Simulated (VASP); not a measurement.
# CaO (Pm-3m) in VASP: notebook, part 2 of 2

VASP 6.6.1. The steps go on from the part before.

## (3) Vibrations by perturbation theory, PBEsol

This run uses another cell than the first one, of 12.06 Å³/atom.

INCAR reads:

```
SYSTEM = CaO
PREC = Accurate ; ENCUT = 520
EDIFF = 1E-8 ; ISMEAR = 0
SIGMA = 0.01 ; LREAL = .False.
LASPH = .True. ; NELM = 100
ALGO = Normal ; ISIF = 2
LWAVE = .False. ; LCHARG = .True.
GGA = PS ; IBRION = 8
NSW = 1 ; LEPSILON = .True.
```

KPOINTS reads:

```
Automatic mesh
0
Gamma
  8 8 8
  0 0 0
```

POSCAR reads:

```
CaO
1.0
    2.8894000000      0.0000000000      0.0000000000
    0.0000000000      2.8894000000      0.0000000000
    0.0000000000      0.0000000000      2.8894000000
Ca O
1 1
Direct
    0.0000000000      0.0000000000      0.0000000000
    0.5000000000      0.5000000000      0.5000000000
```

Potentials or basis: VASP PAW PBE potentials, release 64 (Ca_sv, O).

The run is started by

```console
cat potpaw_PBE.64/Ca_sv/POTCAR potpaw_PBE.64/O/POTCAR > POTCAR
mpirun -np 1 vasp_std > vasp.out
```

OUTCAR:

```text
SYSTEM = CaO
   PREC = Accurate
   ENCUT = 520
   EDIFF = 1E-8
   ISMEAR = 0
   LREAL = .False.
   LASPH = .True.
   NELM = 100
   ISIF = 2
   GGA = PS
   IBRION = 8
   NSW = 1
   LEPSILON = .True.

 ion  position               nearest neighbor table
   1  0.000  0.000  0.000-   2 2.50   2 2.50   2 2.50   2 2.50   2 2.50   2 2.50   2 2.50   2 2.50

   2  0.500  0.500  0.500-   1 2.50   1 2.50   1 2.50   1 2.50   1 2.50   1 2.50   1 2.50   1 2.50

  LATTYP: Found a simple cubic cell.
 ALAT       =     2.8894000000

  Lattice vectors:

 A1 = (   2.8894000000,   0.0000000000,   0.0000000000)
 A2 = (   0.0000000000,   2.8894000000,   0.0000000000)
 A3 = (   0.0000000000,   0.0000000000,   2.8894000000)

Analysis of symmetry for initial positions (statically):
=====================================================================
 Subroutine PRICEL returns:
 Original cell was already a primitive cell.

 Routine SETGRP: Setting up the symmetry group for a
 simple cubic supercell.

 Subroutine GETGRP returns: Found 48 space group operations
 (whereof 48 operations were pure point group operations)
 out of a pool of 48 trial point group operations.

The static configuration has the point symmetry O_h .

Analysis of symmetry for dynamics (positions and initial velocities):
=====================================================================
 Subroutine PRICEL returns:
 Original cell was already a primitive cell.

 Routine SETGRP: Setting up the symmetry group for a
 simple cubic supercell.

 Subroutine GETGRP returns: Found 48 space group operations
 (whereof 48 operations were pure point group operations)
 out of a pool of 48 trial point group operations.

The dynamic configuration has the point symmetry O_h .

 Subroutine INISYM returns: Found 48 space group operations
 (whereof 48 operations are pure point group operations),
 and found     1 'primitive' translations

----------------------------------------------------------------------------------------

                                     Primitive cell

  volume of cell :      24.1225

  direct lattice vectors                    reciprocal lattice vectors
     2.889400000  0.000000000  0.000000000     0.346092614  0.000000000  0.000000000
     0.000000000  2.889400000  0.000000000     0.000000000  0.346092614  0.000000000
     0.000000000  0.000000000  2.889400000     0.000000000  0.000000000  0.346092614

  length of vectors
     2.889400000  2.889400000  2.889400000     0.346092614  0.346092614  0.346092614

  position of ions in fractional coordinates (direct lattice)
     0.000000000  0.000000000  0.000000000
[... 552 lines left out ...]
     0.00021  0.00000 -0.00000
     0.00000  0.00021  0.00000
     0.00000  0.00000 -0.00131

--------------------------------------- Ionic step        4  -------------------------------------------

------------------------ aborting loop because EDIFF is reached ----------------------------------------

[... ionic steps 5 to 6 ...]

--------------------------------------- Ionic step        7  -------------------------------------------

 Free energy of the ion-electron system (eV)
  ---------------------------------------------------
  ---------------------------------------------------
  free energy    TOTEN  =        -0.35996081 eV

  energy without entropy =       -0.35996081

------------------------ aborting loop because EDIFF is reached ----------------------------------------

 INTERNAL STRAIN TENSOR  FOR ION    2  DIRECTION 1   (eV/Angst):
 -----------------------------------------------------------------------------
    -0.01066 -0.00000  0.00000
    -0.00000  0.01637 -0.00000
     0.00000 -0.00000  0.01637

 MACROSCOPIC STATIC DIELECTRIC TENSOR (including local field effects in DFT)
 ------------------------------------------------------
           4.599588    -0.000000     0.000000
           0.000000     4.599588    -0.000000
           0.000000    -0.000000     4.599588
 ------------------------------------------------------

 PIEZOELECTRIC TENSOR (including local field effects)  for field in x, y, z        (e  Angst)
          XX          YY          ZZ          XY          YZ          ZX
  --------------------------------------------------------------------------------
  x     0.00000     0.00000     0.00000     0.00000     0.00000     0.00000
  y     0.00000     0.00000     0.00000     0.00000     0.00000     0.00000
  z     0.00000     0.00000     0.00000     0.00000     0.00000     0.00000

 PIEZOELECTRIC TENSOR (including local field effects)  for field in x, y, z        (C/m^2)
          XX          YY          ZZ          XY          YZ          ZX
  --------------------------------------------------------------------------------
  x     0.00000     0.00000     0.00000     0.00000     0.00000     0.00000
  y     0.00000     0.00000     0.00000     0.00000     0.00000     0.00000
  z     0.00000     0.00000     0.00000     0.00000     0.00000     0.00000

 BORN EFFECTIVE CHARGES (including local field effects) (in |e|, cummulative output)
 ---------------------------------------------------------------------------------
 ion    1
    1     2.56059    -0.00000     0.00000
    2     0.00000     2.56059     0.00000
    3    -0.00000    -0.00000     2.56059
 ion    2
    1    -2.56059     0.00000    -0.00000
    2    -0.00000    -2.56059    -0.00000
    3     0.00000     0.00000    -2.56059

 INTERNAL STRAIN TENSOR FOR ION    2 for displacements in x,y,z  (eV/Angst):
          X           Y           Z          XY          YZ          ZX
  --------------------------------------------------------------------------------
  x     0.00000     0.00000     0.00000     0.00000     0.00000     0.00000
  y     0.00000     0.00000     0.00000     0.00000     0.00000     0.00000
  z     0.00000     0.00000     0.00000     0.00000     0.00000     0.00000

 SECOND DERIVATIVES (NOT SYMMETRIZED)
 ------------------------------------
               1X          1Y          1Z          2X          2Y          2Z
  1X    -0.889982   -0.000000    0.000000    0.889982    0.000000   -0.000000
  1Y    -0.000000   -0.889982    0.000000    0.000000    0.889982   -0.000000
  1Z    -0.000000    0.000000   -0.889982    0.000000   -0.000000    0.889982
  2X     0.859829    0.000000    0.000000   -0.859829   -0.000000   -0.000000
  2Y     0.000000    0.859829    0.000000   -0.000000   -0.859829   -0.000000
  2Z     0.000000    0.000000    0.859829   -0.000000   -0.000000   -0.859829

 Eigenvectors and eigenvalues of the dynamical matrix
 ----------------------------------------------------

   1 f  =    4.308392 THz    27.070427 2PiTHz  143.712498 cm-1    17.818071 meV
             X         Y         Z           dx          dy          dz
      0.000000  0.000000  0.000000    -0.000000   -0.000000   -0.540761
      1.444700  1.444700  1.444700     0.000000    0.000000    0.841176
[... 21 lines left out ...]
   6 f/i=    0.033774 THz     0.212209 2PiTHz    1.126585 cm-1     0.139679 meV
             X         Y         Z           dx          dy          dz
      0.000000  0.000000  0.000000     0.259242   -0.800232    0.000000
      1.444700  1.444700  1.444700     0.166657   -0.514440    0.000000

--------------------------------------------------------------------------------------------------------

 MACROSCOPIC STATIC DIELECTRIC TENSOR IONIC CONTRIBUTION
 ------------------------------------------------------
          56.207709     0.000000    -0.000000
           0.000000    56.207709     0.000000
          -0.000000     0.000000    56.207709
 ------------------------------------------------------

 ELASTIC MODULI CONTR FROM IONIC RELAXATION (kBar)
 Direction    XX          YY          ZZ          XY          YZ          ZX
 --------------------------------------------------------------------------------
 XX           0.0000      0.0000      0.0000      0.0000      0.0000      0.0000
 YY           0.0000      0.0000      0.0000      0.0000      0.0000      0.0000
 ZZ           0.0000      0.0000      0.0000      0.0000      0.0000      0.0000
 XY           0.0000      0.0000      0.0000      0.0000      0.0000      0.0000
 YZ           0.0000      0.0000      0.0000      0.0000      0.0000      0.0000
 ZX           0.0000      0.0000      0.0000      0.0000      0.0000      0.0000
 --------------------------------------------------------------------------------

 PIEZOELECTRIC TENSOR IONIC CONTR  for field in x, y, z        (C/m^2)
          XX          YY          ZZ          XY          YZ          ZX
  --------------------------------------------------------------------------------
  x     0.00000     0.00000     0.00000     0.00000     0.00000     0.00000
  y     0.00000     0.00000     0.00000     0.00000     0.00000     0.00000
  z     0.00000     0.00000     0.00000     0.00000     0.00000     0.00000
```

OSZICAR:

```text
N       E                     dE             d eps       ncg     rms          rms(c)
DAV:   1     0.129649423275E+03    0.12965E+03   -0.88277E+03   840   0.140E+03
DAV:   2    -0.722354951677E+01   -0.13687E+03   -0.12938E+03   956   0.343E+02
DAV:   3    -0.136784793673E+02   -0.64549E+01   -0.63694E+01  1064   0.744E+01
DAV:   4    -0.138820671766E+02   -0.20359E+00   -0.20339E+00  1188   0.124E+01
[... 270 lines left out ...]
RMM:  13    -0.359960776898E+00   -0.63445E-07   -0.65766E-09  3991   0.886E-05    0.683E-06
RMM:  14    -0.359960805789E+00   -0.28891E-07    0.48324E-08  3857   0.443E-05    0.210E-06
RMM:  15    -0.359960819956E+00   -0.14168E-07    0.12423E-08  3766   0.237E-05    0.162E-06
RMM:  16    -0.359960812573E+00    0.73836E-08    0.10892E-08  3470   0.141E-05    0.160E-06
 Linear response finished
```

stdout:

```text
POSCAR found type information on POSCAR CaO
 POSCAR found :  2 types and       2 ions
 scaLAPACK will be used
 -----------------------------------------------------------------------------
|                                                                             |
|                                                                             |
[... 39 lines left out ...]
 first order change of Fermi-energy   0.19497E-02
 force on displaced ion       1 direction 1 :  -0.890  -0.000   0.000
 Born effective charge ion    1 direction 1 :   2.559   0.000   0.000
 Linear response progress:
 first order change of Fermi-energy  -0.11231E-02
 force on displaced ion       2 direction 1 :  -0.860  -0.000   0.000
 Born effective charge ion    2 direction 1 :  -2.562   0.000   0.000
 Born effective charges drift removed
 Linear response finished
```

Wall time 7 min (1 thread of Intel Xeon 8259CL, shared host); peak memory 0.2 GiB.

What came out:

* Electronic dielectric tensor (diagonal): 4.60
* Born charges (mean of the diagonal): Ca +2.56; O -2.56 e
* Highest phonon frequency at Γ, LO-TO splitting left out: 144 cm⁻¹

Phonon frequencies in cm⁻¹ (negative: imaginary):
```csv
q point,frequencies
"(0.000, 0.000, 0.000)",-1 -1 -1 144 144 144
```

Electronic dielectric tensor:
```
4.60 0.00 0.00
0.00 4.60 0.00
0.00 0.00 4.60
```

Born effective charge tensors (e):
atom 1, Ca
```
2.56 0.00 0.00
0.00 2.56 0.00
0.00 0.00 2.56
```
atom 2, O
```
-2.56  0.00  0.00
 0.00 -2.56  0.00
 0.00  0.00 -2.56
```

Caveat: the PAW data sets were made with another functional, which shifts forces and pressure a little.
